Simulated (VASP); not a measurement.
Input of a VASP 6.6.1 run:

The input INCAR:

```
  ALGO = Normal
  EDIFF = 1E-6
  ENCUT = 600
  GGA = PS
  GGA_COMPAT = F
  ISIF = 2
  ISMEAR = 0
  LASPH = T
  LCHARG = F
  LREAL = F
  LWAVE = F
  NBANDS = 21
  NELM = 120
  PREC = Accurate
  SIGMA = 0.01
```

The input KPOINTS:

```
k-points
0
Gamma
  6 6 6
```

POSCAR

```
PbF2
1.0
    0.0000000000      2.9604390429      2.9604390429
    2.9604390429      0.0000000000      2.9604390429
    2.9604390429      2.9604390429      0.0000000000
Pb F
1 2
Direct
    0.0000000000      0.0000000000      0.0000000000
    0.2500000000      0.2500000000      0.2500000000
    0.7500000000      0.7500000000      0.7500000000
```

Potentials or basis: VASP PAW PBE potentials, release 64 (Pb_d, F).

Launch:

```sh
$ cat potpaw_PBE.64/Pb_d/POTCAR potpaw_PBE.64/F/POTCAR > POTCAR
$ mpirun -np 1 vasp_std > vasp.out
```

Question: Estimate the pressure.

Answer: -1.1 GPa.

Question: What does it give for the band gap on the k mesh?

Answer: 4.33 eV, indirect (least direct gap 4.46 eV).

Caveat: the PAW data sets were made with another functional, which shifts forces and pressure a little; spin-orbit coupling is left out, which moves the levels of the heavy elements. Expect the measured gap to be larger: semilocal functionals such as PBEsol lack the derivative discontinuity.
